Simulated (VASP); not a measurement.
A run of VASP 6.6.1 is set up as follows.

File INCAR:

```
SYSTEM = RhN
PREC     = Accurate       ! precision mode
ENCUT    = 520            ! plane-wave cutoff, eV
EDIFF    = 1E-6           ! SCF threshold, eV
ISMEAR   = 0              ! smearing method
SIGMA    = 0.05           ! smearing width, eV
LREAL    = .FALSE.        ! projectors in reciprocal space
LASPH    = .TRUE.         ! aspherical terms in the spheres
NELM     = 60             ! most SCF steps
ALGO     = Normal         ! electronic algorithm
ISIF     = 2              ! what is computed and relaxed
LWAVE    = .FALSE.        ! write WAVECAR
LCHARG   = .FALSE.        ! write CHGCAR
GGA      = PE             ! functional
NBANDS   = 17             ! bands
```

Contents of KPOINTS:

```
Automatic mesh
0
G
  12 12 12
  0 0 0
```

File POSCAR:

```
RhN
1.0
    0.0000000000      2.3520500650      2.3520500650
    2.3520500650      0.0000000000      2.3520500650
    2.3520500650      2.3520500650      0.0000000000
Rh N
1 1
Direct
    0.0000000000      0.0000000000      0.0000000000
    0.2500000000      0.2500000000      0.2500000000
```

Potentials or basis: VASP PAW PBE potentials, release 64 (Rh_pv, N).

Run with:

```console
$ cat potpaw_PBE.64/Rh_pv/POTCAR potpaw_PBE.64/N/POTCAR > POTCAR
$ mpirun -np 1 vasp_std > vasp.out
```

Estimate the band gap on the k mesh.

zero (bands 10 and 11 overlap by 2.74 eV).

Predict the pressure.

-12.7 GPa.

Caveat: the cell stands under tension.
